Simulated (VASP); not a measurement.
# Cu2W (Pn-3m) in VASP: a series of runs

The runs below take Cu2W through single point, relaxation of cell and atoms, with PBE.

Program: VASP 6.6.1. These are calculated values, not measurements. Logs are shortened: lines on timing, memory, paths and dates and some standing lists are left out, and cuts for length are marked.

## Step 1: The cell of the first run

It takes space group Pn-3m (No. 224, cubic). Conventional cell: a = 4.471 Å, b = 4.471 Å, c = 4.471 Å, α = 90.00°, β = 90.00°, γ = 90.00°. Cu (site symmetry -3m) has 2 W at 1.94 Å within 2.6 Å. Within 2.6 Å of W (site symmetry -43m) lie 4 Cu at 1.94 Å.

## Step 2: Single point, PBE

Input file INCAR:

```
PREC = Accurate
ENCUT = 520
EDIFF = 1E-7
ISMEAR = 0
SIGMA = 0.1
LREAL = False
LASPH = True
NELM = 60
ALGO = Fast
ISIF = 2
LWAVE = False
LCHARG = False
GGA = PE
NBANDS = 45
```

Input file KPOINTS:

```
Automatic mesh
0
Gamma
  4 4 4
```

Input file POSCAR:

```
Cu2W
1.0
    4.4713837100      0.0000000000      0.0000000000
    0.0000000000      4.4713837100      0.0000000000
    0.0000000000      0.0000000000      4.4713837100
Cu W
4 2
Direct
    0.2500000000      0.7500000000      0.2500000000
    0.7500000000      0.2500000000      0.2500000000
    0.2500000000      0.2500000000      0.7500000000
    0.7500000000      0.7500000000      0.7500000000
    0.0000000000      0.0000000000      0.0000000000
    0.5000000000      0.5000000000      0.5000000000
```

Potentials or basis: VASP PAW PBE potentials, release 64 (Cu, W_sv).

Launch:

```bash
cat potpaw_PBE.64/Cu/POTCAR potpaw_PBE.64/W_sv/POTCAR > POTCAR
mpirun -np 1 vasp_std > vasp.out
```

OUTCAR:

```text
PREC = Accurate
   ENCUT = 520
   EDIFF = 1E-7
   ISMEAR = 0
   LREAL = False
   LASPH = True
   NELM = 60
   ISIF = 2
   GGA = PE

 ion  position               nearest neighbor table
   1  0.250  0.750  0.250-   5 1.94   6 1.94
   2  0.750  0.250  0.250-   5 1.94   6 1.94
   3  0.250  0.250  0.750-   5 1.94   6 1.94
   4  0.750  0.750  0.750-   5 1.94   6 1.94
   5  0.000  0.000  0.000-   1 1.94   2 1.94   3 1.94   4 1.94
   6  0.500  0.500  0.500-   1 1.94   2 1.94   3 1.94   4 1.94

  LATTYP: Found a simple cubic cell.
 ALAT       =     4.4713837100

  Lattice vectors:

 A1 = (   4.4713837100,   0.0000000000,   0.0000000000)
 A2 = (   0.0000000000,   4.4713837100,   0.0000000000)
 A3 = (   0.0000000000,   0.0000000000,   4.4713837100)

Analysis of symmetry for initial positions (statically):
=====================================================================
 Subroutine PRICEL returns:
 Original cell was already a primitive cell.

 Routine SETGRP: Setting up the symmetry group for a
 simple cubic supercell.

 Subroutine GETGRP returns: Found 48 space group operations
 (whereof 24 operations were pure point group operations)
 out of a pool of 48 trial point group operations.

The static configuration has the point symmetry T_d .
 The point group associated with its full space group is O_h .

Analysis of symmetry for dynamics (positions and initial velocities):
=====================================================================
 Subroutine PRICEL returns:
 Original cell was already a primitive cell.

 Routine SETGRP: Setting up the symmetry group for a
 simple cubic supercell.

 Subroutine GETGRP returns: Found 48 space group operations
 (whereof 24 operations were pure point group operations)
 out of a pool of 48 trial point group operations.

The dynamic configuration has the point symmetry T_d .
 The point group associated with its full space group is O_h .

 Subroutine INISYM returns: Found 48 space group operations
 (whereof 24 operations are pure point group operations),
 and found     1 'primitive' translations

----------------------------------------------------------------------------------------

                                     Primitive cell
[... 83 lines left out ...]
   NELM   =     60;   NELMIN=  2; NELMDL= -5     # of ELM steps
   EDIFF  = 0.1E-06   stopping-criterion for ELM
   LREAL  =      F    real-space projection
   EDIFFG = 0.1E-05   stopping-criterion for IOM
   NSW    =      0    number of steps for IOM
   IBRION =     -1    ionic relax: 0-MD 1-quasi-New 2-CG
   NFREE  =      0    steps in history (QN), initial steepest desc. (CG)
   ISIF   =      2    stress and relaxation
   ISYM   =      2    0-nonsym 1-usesym 2-fastsym
   POTIM  = 0.5000    time-step for ionic-motion
   TEBEG  =    0.0;   TEEND  =   0.0 temperature during run
   PSTRESS=    0.0 pullay stress
   NELECT =      72.0000    total number of electrons
   NUPDOWN=      -1.0000    fix difference up-down
   EMIN   =  10.00;   EMAX   =-10.00  energy-range for DOS
   EFERMI =   0.00;   METHOD = LEGACY
   ISMEAR =     0;   SIGMA  =   0.10  broadening in eV -4-tet -1-fermi 0-gaus
   EFERMI_NEDOS =   21; number of points for ismear=-14 and -15
   IALGO  =     68    algorithm
   IMIX   =      4    mixing-type and parameters
     AMIX     =   0.40;   BMIX     =  1.00
     AMIX_MAG =   1.60;   BMIX_MAG =  1.00
  volume/ion in A,a.u.               =      14.90       100.55
  Fermi-wavevector in a.u.,A,eV,Ry     =   1.523154  2.878343 31.565477  2.319997
  Thomas-Fermi vector in A             =   2.631636
   LORBIT       =      0    0 simple, 1 ext, 2 COOP (PROOUT), +10 PAW based schemes
   GGA     = PE    functional components
   LHFCALC =     F    Hartree Fock is set to
   AEXX    =    0.0000 exact exchange contribution
   IVDW    =     0    specifies the selected vdW correction
   LEPSILON=     F    determine dielectric tensor
   LRPA    =     F    only Hartree local field effects (RPA)
 non-spin polarized calculation
 RMM-DIIS sequential band-by-band and
 Gauss-broadening in eV      SIGMA  =   0.10
  energy-cutoff  :      520.00
  volume of cell :       89.40
 maximum number of plane-waves:      2469
 NGX is ok and might be reduce to    36
   NGX = 17   NGY = 17   NGZ = 17

 number of electron      72.0000088 magnetization

 Free energy of the ion-electron system (eV)
  ---------------------------------------------------
  ext. energy  EPLUGINS =         0.00000000
  ---------------------------------------------------
  free energy    TOTEN  =        -9.80293987 eV

  energy without entropy =       -9.76758147  energy(sigma->0) =       -9.78526067

 E-fermi :   7.7772     XC(G=0): -12.0048

 val. band max:        7.7633378590   @ k =   0.0000   0.0000   0.0000
 cond. band min:       7.7868611577   @ k =   0.2500   0.0000   0.0000
 fundamental gap:      0.0235232986
 Fermi energy:         7.7771632512

 k-point     1 :       0.0000    0.0000    0.0000
  band No.  band energies     occupation
      1     -66.2486      2.00000
      2     -66.2025      2.00000
      3     -30.9887      2.00000
      4     -30.9887      2.00000
      5     -30.9887      2.00000
      6     -30.7820      2.00000
[... 469 lines left out ...]
     44      12.7234      0.00000
     45      12.7234      0.00000

------------------------ aborting loop because EDIFF is reached ----------------------------------------

  FORCE on cell =-STRESS in cart. coord.  units (eV):
  Direction    XX          YY          ZZ          XY          YZ          ZX
  --------------------------------------------------------------------------------------
  -------------------------------------------------------------------------------------
  Total       59.6148975     59.6148975     59.6148975      0.0000000     -0.0000000     -0.0000000
  in kB     1068.4139827   1068.4139827   1068.4139827      0.0000000     -0.0000000     -0.0000000
  external PRESSURE =    1068.4139827 kB  Pullay stress =       0.0000000 kB

 VOLUME and BASIS-vectors are now :
 -----------------------------------------------------------------------------
  energy-cutoff  :      520.00
  volume of cell :       89.40
      direct lattice vectors                 reciprocal lattice vectors
     4.471383710  0.000000000  0.000000000     0.223644416  0.000000000  0.000000000
     0.000000000  4.471383710  0.000000000     0.000000000  0.223644416  0.000000000
     0.000000000  0.000000000  4.471383710     0.000000000  0.000000000  0.223644416

 POSITION                                       TOTAL-FORCE (eV/Angst)
 -----------------------------------------------------------------------------------
      1.11785      3.35354      1.11785         0.000000      0.000000      0.000000
      3.35354      1.11785      1.11785        -0.000000     -0.000000      0.000000
      1.11785      1.11785      3.35354        -0.000000      0.000000      0.000000
      3.35354      3.35354      3.35354         0.000000     -0.000000     -0.000000
      0.00000      0.00000      0.00000         0.000000      0.000000     -0.000000
      2.23569      2.23569      2.23569         0.000000     -0.000000     -0.000000
 -----------------------------------------------------------------------------------
    total drift:                                0.000000     -0.000000      0.000000

  FREE ENERGIE OF THE ION-ELECTRON SYSTEM (eV)
  ---------------------------------------------------
  free  energy   TOTEN  =        -9.8029398659 eV

  energy  without entropy=       -9.7675814729  energy(sigma->0) =       -9.78526067
```

It took 30 s on 1 thread of Intel Xeon 6975P-C (Granite Rapids), shared host; peak memory 0.21 GiB.

Results:

```yaml
Free_energy: -9.8029 eV
Pressure: 106.8 GPa
Band_gap_on_the_k_mesh: zero (band 36 reaches 7.94 eV, above the bottom of band 37 at 6.61 eV)
```

Levels at points of the mesh, in eV from the Fermi level:
| k point | band 33 | band 34 | band 35 | band 36 | band 37 | band 38 | band 39 | band 40 |
| --- | --- | --- | --- | --- | --- | --- | --- | --- |
| (0.00, 0.00, 0.00) | -0.69 | -0.69 | -0.01 | 0.01 | 0.01 | 0.01 | 2.36 | 2.36 |
| (0.50, 0.00, 0.00) | -0.76 | -0.76 | -0.43 | -0.43 | -0.31 | -0.31 | 0.62 | 0.62 |
| (0.50, 0.50, 0.00) | -0.63 | -0.63 | -0.54 | -0.54 | 0.49 | 0.49 | 0.69 | 0.69 |
| (0.50, 0.50, 0.50) | -2.05 | -2.05 | -2.05 | -1.40 | -1.17 | -1.17 | 1.60 | 1.60 |

Caveat: spin-orbit coupling is left out, which moves the levels of the heavy elements.

(Part 1 of 2 ends here.)
